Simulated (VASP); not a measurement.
Here is a VASP 6.6.1 calculation.

INCAR

```
PREC = Accurate ; ENCUT = 520
EDIFF = 1E-6 ; ISMEAR = -1
SIGMA = 0.005 ; LREAL = False
LASPH = True ; NELM = 100
ALGO = Fast ; ISIF = 2
LWAVE = False ; LCHARG = False
GGA = PS ; NBANDS = 12
```

The input KPOINTS:

```
regular mesh
0
Gamma
  9 9 9
```

POSCAR

```
Cu
1.0
   -0.0044255800      1.7884307700      1.8385346600
    1.8229069400     -0.0174867600      1.8515958300
    1.7828182100      1.7614032200      0.0226019700
Cu
1
Direct
    0.0000000000      0.0000000000      0.0000000000
```

Potentials or basis: VASP PAW PBE potentials, release 64 (Cu).

Launch:

```bash
$ cat potpaw_PBE.64/Cu/POTCAR > POTCAR
$ mpirun -np 1 vasp_std > vasp.out
```

What does it give for the pressure?

-5.2 GPa.

Stress tensor (GPa, compression positive):
```
-4.76  2.54 -1.53
 2.54 -3.88 -0.65
-1.53 -0.65 -6.93
```

Caveat: the PAW data sets were made with another functional, which shifts forces and pressure a little.
